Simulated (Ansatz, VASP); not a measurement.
**One calculation of Te, two programs**

```
Te
1.0
     4.61821    0.00000    0.00000
    -2.30910    3.99949    0.00000
     0.00000    0.00000    5.88511
Te
3
Direct
  0.00000 0.25573 0.33333
  0.25573 0.00000 0.66667
  0.74427 0.74427 0.00000
```

Alike in both runs: task relaxation of cell and atoms; functional PBE; k mesh 9 × 9 × 6; occupations gaussian, width 0.02 eV; no spin polarisation.

```csv
,VASP,Ansatz
version,VASP 6.6.1,Ansatz 0.2.0
potentials or method,"VASP PAW PBE potentials, release 64 (Te), cutoff 600 eV","scalar-relativistic, plane waves, PAW"
valence electrons in the cell,18,48
```

VASP gave:

```
gap on the k mesh at the Fermi level, each at its own relaxed structure (eV)  : 0.21
relaxed volume (Å³/atom)                                                      : 35.04
relaxed length of the cell vector where the two differ most in proportion (Å) : 4.515
```

Problem. Estimate Ansatz's values.

Solution. gap on the k mesh at the Fermi level, each at its own relaxed structure (eV): 0.24; relaxed volume (Å³/atom): 35.14; relaxed length of the cell vector where the two differ most in proportion (Å): 4.523.

VASP's potentials hold 18 valence electrons a cell and Ansatz's 48, so a difference there can come from the potentials and not from the codes.

Spin-orbit coupling is off throughout.
